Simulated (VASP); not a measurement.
Ga, 1 atom in the cell. Symmetry: Im-3m, No. 229, cubic system. The conventional cell has a = 2.705 Å, b = 2.705 Å, c = 2.705 Å, α = 90.00°, β = 90.00°, γ = 90.00°. Ga (site symmetry m-3m) has 14 Ga at 2.34 to 2.70 Å within 3.1 Å.  This cell differs from its parent crystal: volume scaled by 0.55.

```yaml
Program: VASP 6.6.1
Task: single point
Functional: PBEsol
Potentials_or_basis: VASP PAW PBE potentials, release 64 (Ga_d)
Cutoff: 520 eV
k_mesh: 16 × 16 × 16
Occupations: fermi-dirac, width 0.05 eV
Spin: no spin polarisation
Dipole_correction: no
Further_INCAR_settings: ALGO = Normal; EDIFF = 1e-06; NBANDS = 12
```

Potentials or basis: VASP PAW PBE potentials, release 64 (Ga_d).

The run is started by

```bash
$ cat potpaw_PBE.64/Ga_d/POTCAR > POTCAR
$ mpirun -np 1 vasp_std > vasp.out
```

Hardware: 1 thread of Intel(R) Xeon(R) 6975P-C (Granite Rapids), with other jobs on the host.

Problem. Estimate the wall time of this run.

Solution. Wall time 6 s on 1 thread of Intel(R) Xeon(R) 6975P-C (Granite Rapids) (shared host), peak memory 0.13 GiB. Counts: scf iterations 11, k points 145.
